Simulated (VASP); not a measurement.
# Ho2O in VASP: notebook

Ho2O is run at these levels: PBE; tasks: single point, relaxation of cell and atoms.

Everything below comes from runs of VASP 6.6.1. Logs are shortened: lines on timing, memory, paths and dates and some standing lists are left out, and cuts for length are marked.

## Step 1: The cell of the first run

Symmetry: I4_1/amd, No. 141, tetragonal system. Conventional cell: a = 8.590 Å, b = 8.590 Å, c = 3.005 Å, α = 90.00°, β = 90.00°, γ = 90.00°. Ho (site symmetry 2/m) has 4 O at 2.43 to 2.85 Å and 6 Ho at 3.01 to 3.13 Å within 3.2 Å. O (site symmetry -4m2) has 8 Ho at 2.43 to 2.85 Å and 2 O at 3.01 Å within 3.2 Å.

The cell was built from a structure type or drawn by symmetry, and may not be a known phase.

## Step 2: Single point, PBE

INCAR

```
PREC = Accurate
ENCUT = 600
EDIFF = 1E-6
ISMEAR = 0
SIGMA = 0.2
LREAL = F
LASPH = T
NELM = 200
ALGO = Normal
ISIF = 2
LWAVE = F
LCHARG = F
GGA = PE
NBANDS = 33
GGA_COMPAT = F
LMAXMIX = 6
```

KPOINTS

```
regular mesh
0
Gamma
  4 4 4
```

POSCAR

```
Ho2O
1.0
   -4.2947713550      4.2947713550      1.5026708987
    4.2947713550     -4.2947713550      1.5026708987
    4.2947713550      4.2947713550     -1.5026708987
Ho O
4 2
Direct
    0.3750000000      0.6249991190      0.7499991190
    0.3749991190      0.1250000000      0.7499991190
    0.8750000000      0.6250008810      0.2500008810
    0.3750008810      0.6250000000      0.2500008810
    0.7500000000      0.2500000000      0.5000000000
    0.0000000000      0.0000000000      0.0000000000
```

Potentials or basis: VASP PAW PBE potentials, release 64 (Ho_3, O), 4f in core.

The run is started by

```sh
$ cat potpaw_PBE.64/Ho_3/POTCAR potpaw_PBE.64/O/POTCAR > POTCAR
$ mpirun -np 1 vasp_std > vasp.out
```

OUTCAR:

```text
PREC = Accurate
   ENCUT = 600
   EDIFF = 1E-6
   ISMEAR = 0
   LREAL = F
   LASPH = T
   NELM = 200
   ISIF = 2
   GGA = PE

 ion  position               nearest neighbor table
   1  0.375  0.625  0.750-   6 2.43   5 2.43   6 2.85   5 2.85   4 3.13   2 3.13   2 3.13   4 3.13
                             2 3.78   4 3.78   4 3.78   2 3.78
   2  0.375  0.125  0.750-   5 2.43   6 2.43   6 2.85   5 2.85   3 3.13   1 3.13   1 3.13   3 3.13
                             1 3.78   3 3.78   3 3.78   1 3.78
   3  0.875  0.625  0.250-   5 2.43   6 2.43   5 2.85   6 2.85   2 3.13   4 3.13   4 3.13   2 3.13
                             4 3.78   2 3.78   4 3.78   2 3.78
   4  0.375  0.625  0.250-   5 2.43   6 2.43   6 2.85   5 2.85   1 3.13   3 3.13   3 3.13   1 3.13
                             1 3.78   3 3.78   3 3.78   1 3.78
   5  0.750  0.250  0.500-   1 2.43   2 2.43   3 2.43   4 2.43   4 2.85   1 2.85   2 2.85   3 2.85

   6  0.000  0.000  0.000-   4 2.43   2 2.43   3 2.43   1 2.43   3 2.85   1 2.85   4 2.85   2 2.85

  LATTYP: Found a body centered tetragonal cell.
 ALAT       =     8.5895427100
 C/A-ratio  =     0.3498837946

  Lattice vectors:

 A1 = (  -4.2947713550,   4.2947713550,   1.5026708987)
 A2 = (   4.2947713550,  -4.2947713550,   1.5026708987)
 A3 = (   4.2947713550,   4.2947713550,  -1.5026708987)

Analysis of symmetry for initial positions (statically):
=====================================================================
 Subroutine PRICEL returns:
 Original cell was already a primitive cell.

 Routine SETGRP: Setting up the symmetry group for a
 body centered tetragonal supercell.

 Subroutine GETGRP returns: Found 16 space group operations
 (whereof  8 operations were pure point group operations)
 out of a pool of 16 trial point group operations.

The static configuration has the point symmetry D_2d.
 The point group associated with its full space group is D_4h.

Analysis of symmetry for dynamics (positions and initial velocities):
=====================================================================
 Subroutine PRICEL returns:
 Original cell was already a primitive cell.

 Routine SETGRP: Setting up the symmetry group for a
 body centered tetragonal supercell.

 Subroutine GETGRP returns: Found 16 space group operations
 (whereof  8 operations were pure point group operations)
 out of a pool of 16 trial point group operations.

The dynamic configuration has the point symmetry D_2d.
 The point group associated with its full space group is D_4h.

 Subroutine INISYM returns: Found 16 space group operations
 (whereof  8 operations are pure point group operations),
 and found     1 'primitive' translations

----------------------------------------------------------------------------------------

                                     Primitive cell

  volume of cell :     110.8674

  direct lattice vectors                    reciprocal lattice vectors
    -4.294771355  4.294771355  1.502670899     0.000000000  0.116420633  0.332740855
     4.294771355 -4.294771355  1.502670899     0.116420633  0.000000000  0.332740855
     4.294771355  4.294771355 -1.502670899     0.116420633  0.116420633  0.000000000

  length of vectors
     6.256847594  6.256847594  6.256847594     0.352519844  0.352519844  0.164643638

  position of ions in fractional coordinates (direct lattice)
     0.375000000  0.624999119  0.749999119
     0.374999119  0.125000000  0.749999119
     0.875000000  0.625000881  0.250000881
     0.375000881  0.625000000  0.250000881
     0.750000000  0.250000000  0.500000000
     0.000000000  0.000000000  0.000000000

  ion indices of the primitive-cell ions
   primitive index   ion index
                 1           1
                 2           2
                 3           3
                 4           4
                 5           5
                 6           6

----------------------------------------------------------------------------------------

 KPOINTS: regular mesh

Automatic generation of k-mesh.
 Grid dimensions read from file:
 generate k-points for:    4    4    4

 Generating k-lattice:

  Cartesian coordinates                     Fractional coordinates (reciprocal lattice)
     0.000000000  0.029105158  0.083185214     0.250000000 -0.000000000  0.000000000
     0.029105158  0.000000000  0.083185214    -0.000000000  0.250000000  0.000000000
     0.029105158  0.029105158  0.000000000     0.000000000  0.000000000  0.250000000

  Length of vectors
     0.088129961  0.088129961  0.041160910

  Shift w.r.t. Gamma in fractional coordinates (k-lattice)
     0.000000000  0.000000000  0.000000000

 Subroutine IBZKPT returns following result:
 ===========================================

 Found     13 irreducible k-points:

 Following reciprocal coordinates:
            Coordinates               Weight
  0.000000  0.000000  0.000000      1.000000
  0.250000  0.000000 -0.000000      8.000000
  0.500000  0.000000 -0.000000      4.000000
  0.250000  0.250000 -0.000000      8.000000
  0.500000  0.250000 -0.000000     16.000000
 -0.250000  0.250000  0.000000      4.000000
  0.500000  0.500000 -0.000000      2.000000
  0.250000  0.250000  0.250000      2.000000
 -0.250000  0.250000  0.250000      4.000000
  0.500000  0.500000  0.250000      4.000000
 -0.250000  0.500000  0.250000      8.000000
 -0.250000 -0.250000  0.250000      2.000000
  0.500000  0.500000  0.500000      1.000000
   k-points           NKPTS =     13   k-points in BZ     NKDIM =     13   number of bands    NBANDS=     33
   number of dos      NEDOS =    301   number of ions     NIONS =      6
   total plane-waves  NPLWV = 125000
   dimension x,y,z NGX =    50 NGY =   50 NGZ =   50
   dimension x,y,z NGXF=   100 NGYF=  100 NGZF=  100
   ions per type =               4   2
   NGX,Y,Z   is equivalent  to a cutoff of  13.29, 13.29, 13.29 a.u.
   NGXF,Y,Z  is equivalent  to a cutoff of  26.57, 26.57, 26.57 a.u.
 SYSTEM =  unknown system
   PREC   = accura    normal or accurate (medium, high low for compatibility)
   ISTART =      0    job   : 0-new  1-cont  2-samecut
   ICHARG =      2    charge: 1-file 2-atom 10-const
   ISPIN  =      1    spin polarized calculation?
   LNONCOLLINEAR =      F non collinear calculations
   LSORBIT =      F    spin-orbit coupling
   LASPH  =      T    aspherical Exc in radial PAW
   ENCUT  =  600.0 eV  44.10 Ry    6.64 a.u.  12.50 12.50 12.50*2*pi/ulx,y,z
   NELM   =    200;   NELMIN=  2; NELMDL= -5     # of ELM steps
   EDIFF  = 0.1E-05   stopping-criterion for ELM
   LREAL  =      F    real-space projection
   EDIFFG = 0.1E-04   stopping-criterion for IOM
   NSW    =      0    number of steps for IOM
   IBRION =     -1    ionic relax: 0-MD 1-quasi-New 2-CG
   NFREE  =      0    steps in history (QN), initial steepest desc. (CG)
   ISIF   =      2    stress and relaxation
   ISYM   =      2    0-nonsym 1-usesym 2-fastsym
   POTIM  = 0.5000    time-step for ionic-motion
   TEBEG  =    0.0;   TEEND  =   0.0 temperature during run
   PSTRESS=    0.0 pullay stress
   NELECT =      48.0000    total number of electrons
   NUPDOWN=      -1.0000    fix difference up-down
   EMIN   =  10.00;   EMAX   =-10.00  energy-range for DOS
   EFERMI =   0.00;   METHOD = LEGACY
   ISMEAR =     0;   SIGMA  =   0.20  broadening in eV -4-tet -1-fermi 0-gaus
   EFERMI_NEDOS =   21; number of points for ismear=-14 and -15
   IALGO  =     38    algorithm
   IMIX   =      4    mixing-type and parameters
     AMIX     =   0.40;   BMIX     =  1.00
     AMIX_MAG =   1.60;   BMIX_MAG =  1.00
  volume/ion in A,a.u.               =      18.48       124.70
  Fermi-wavevector in a.u.,A,eV,Ry     =   1.238475  2.340378 20.868894  1.533820
  Thomas-Fermi vector in A             =   2.372999
   LORBIT       =      0    0 simple, 1 ext, 2 COOP (PROOUT), +10 PAW based schemes
   GGA     = PE    functional components
   LHFCALC =     F    Hartree Fock is set to
   AEXX    =    0.0000 exact exchange contribution
   IVDW    =     0    specifies the selected vdW correction
   LEPSILON=     F    determine dielectric tensor
   LRPA    =     F    only Hartree local field effects (RPA)
 non-spin polarized calculation
 Gauss-broadening in eV      SIGMA  =   0.20
  energy-cutoff  :      600.00
  volume of cell :      110.87
 maximum number of plane-waves:      3719
 NGX is ok and might be reduce to    50
   NGX = 25   NGY = 25   NGZ = 25

 number of electron      47.9999990 magnetization

 Free energy of the ion-electron system (eV)
  ---------------------------------------------------
  ext. energy  EPLUGINS =         0.00000000
  ---------------------------------------------------
  free energy    TOTEN  =       -35.31259055 eV

  energy without entropy =      -35.20276128  energy(sigma->0) =      -35.25767591

 E-fermi :   4.8862     XC(G=0): -11.0230

 val. band max:        4.8366780230   @ k =   0.5000   0.5000   0.2500
 cond. band min:       4.9112149888   @ k =  -0.2500  -0.2500   0.2500
 fundamental gap:      0.0745369658
 Fermi energy:         4.8862045911

 k-point     1 :       0.0000    0.0000    0.0000
  band No.  band energies     occupation
      1     -20.4509      2.00000
      2     -19.7896      2.00000
      3     -19.7896      2.00000
      4     -19.7868      2.00000
      5     -18.8637      2.00000
      6     -18.8514      2.00000
[... 25 lines left out ...]
     32       8.9965      0.00000
     33      10.1527      0.00000

 k-point     2 :       0.2500    0.0000   -0.0000
  band No.  band energies     occupation
      1     -20.1256      2.00000
      2     -19.6819      2.00000
      3     -19.6685      2.00000
      4     -19.5607      2.00000
      5     -19.4683      2.00000
      6     -19.3268      2.00000
[... 25 lines left out ...]
     32       7.9405      0.00000
     33       8.0954      0.00000

 k-point     3 :       0.5000    0.0000   -0.0000
  band No.  band energies     occupation
      1     -20.1847      2.00000
      2     -20.0492      2.00000
      3     -20.0062      2.00000
      4     -19.9957      2.00000
      5     -19.4792      2.00000
      6     -19.4447      2.00000
[... 25 lines left out ...]
     32       7.6320      0.00000
     33       8.7569      0.00000

 k-point     4 :       0.2500    0.2500   -0.0000
  band No.  band energies     occupation
      1     -20.1792      2.00000
      2     -20.0453      2.00000
      3     -20.0215      2.00000
      4     -19.9840      2.00000
      5     -19.4864      2.00000
      6     -19.4214      2.00000
[... 25 lines left out ...]
     32       8.3021      0.00000
     33       8.4539      0.00000

 k-point     5 :       0.5000    0.2500   -0.0000
  band No.  band energies     occupation
      1     -19.9705      2.00000
      2     -19.7695      2.00000
      3     -19.5514      2.00000
      4     -19.4947      2.00000
      5     -19.4054      2.00000
      6     -19.2997      2.00000
[... 208 lines left out ...]
 k-point    11 :      -0.2500    0.5000    0.2500
  band No.  band energies     occupation
      1     -19.8358      2.00000
      2     -19.6985      2.00000
      3     -19.5509      2.00000
      4     -19.4108      2.00000
      5     -19.3857      2.00000
      6     -19.2917      2.00000
[... 25 lines left out ...]
     32       7.8143      0.00000
     33       7.8682      0.00000

 k-point    12 :      -0.2500   -0.2500    0.2500
  band No.  band energies     occupation
      1     -20.1975      2.00000
      2     -20.0254      2.00000
      3     -20.0013      2.00000
      4     -20.0013      2.00000
      5     -19.5172      2.00000
      6     -19.3710      2.00000
[... 25 lines left out ...]
     32       8.7429      0.00000
     33       9.0988      0.00000

 k-point    13 :       0.5000    0.5000    0.5000
  band No.  band energies     occupation
      1     -19.7469      2.00000
      2     -19.7469      2.00000
      3     -19.4564      2.00000
      4     -19.4564      2.00000
      5     -19.2466      2.00000
      6     -19.2466      2.00000
[... 25 lines left out ...]
     32       7.6170      0.00000
     33       7.8411      0.00000

------------------------ aborting loop because EDIFF is reached ----------------------------------------

  FORCE on cell =-STRESS in cart. coord.  units (eV):
  Direction    XX          YY          ZZ          XY          YZ          ZX
  --------------------------------------------------------------------------------------
  -------------------------------------------------------------------------------------
  Total        0.3389412      0.3389412      0.4572024      0.0000000      0.0000000      0.0000000
  in kB        4.8981372      4.8981372      6.6071648      0.0000000      0.0000000      0.0000000
  external PRESSURE =       5.4678130 kB  Pullay stress =       0.0000000 kB

 VOLUME and BASIS-vectors are now :
 -----------------------------------------------------------------------------
  energy-cutoff  :      600.00
  volume of cell :      110.87
      direct lattice vectors                 reciprocal lattice vectors
    -4.294771355  4.294771355  1.502670899     0.000000000  0.116420633  0.332740855
     4.294771355 -4.294771355  1.502670899     0.116420633  0.000000000  0.332740855
     4.294771355  4.294771355 -1.502670899     0.116420633  0.116420633  0.000000000

 POSITION                                       TOTAL-FORCE (eV/Angst)
 -----------------------------------------------------------------------------------
      4.29476      2.14739      0.37567         0.000000     -0.000000     -0.000000
      2.14739      4.29476     -0.37567        -0.000000      0.000000     -0.000000
      0.00001      2.14739      1.87834         0.000000     -0.000000     -0.000000
      2.14739      0.00001      1.12700        -0.000000      0.000000     -0.000000
      0.00000      4.29477      0.75134        -0.000000     -0.000000      0.000000
      0.00000      0.00000      0.00000        -0.000000     -0.000000     -0.000000
 -----------------------------------------------------------------------------------
    total drift:                                0.000000     -0.000000      0.000000

  FREE ENERGIE OF THE ION-ELECTRON SYSTEM (eV)
  ---------------------------------------------------
  free  energy   TOTEN  =       -35.3125905456 eV

  energy  without entropy=      -35.2027612752  energy(sigma->0) =      -35.25767591
```

It took 91 s on 1 thread of Intel Xeon Platinum 8488C (Sapphire Rapids), shared host; peak memory 0.34 GiB.

Results:

* Free energy: -35.3126 eV
* Pressure: 0.5 GPa
* Band gap on the k mesh: zero (bands 24 and 25 overlap by 0.74 eV)

Stress tensor (GPa, compression positive):
```
0.49 0.00 0.00
0.00 0.49 0.00
0.00 0.00 0.66
```

Levels at points of the mesh, in eV from the Fermi level:
| k point | band 21 | band 22 | band 23 | band 24 | band 25 | band 26 | band 27 | band 28 |
| --- | --- | --- | --- | --- | --- | --- | --- | --- |
| (0.00, 0.00, 0.00) | -3.84 | -0.97 | -0.66 | -0.66 | -0.50 | -0.41 | 0.28 | 0.28 |
| (0.50, 0.00, 0.00) | -1.99 | -1.41 | -0.53 | -0.25 | 1.08 | 1.21 | 1.51 | 1.90 |
| (0.50, 0.50, 0.00) | -2.54 | -2.54 | -0.37 | -0.37 | -0.25 | -0.25 | 0.27 | 0.27 |
| (0.50, 0.50, 0.50) | -1.95 | -1.95 | -1.15 | -1.15 | 0.06 | 0.06 | 1.08 | 1.08 |

Caveat: the k points lie up to 0.55 Å⁻¹ apart, too coarse for converged energies and pressures of a metal; spin-orbit coupling is left out, which moves the levels of the heavy elements; the 4f electrons are frozen in the core, so they carry no moment and show no levels; the run has no spin polarisation, though such a crystal can be magnetic. Spin polarisation is off, so any magnetic state and its effect on volume and gap are missing.

(Part 1 of 2 ends here.)
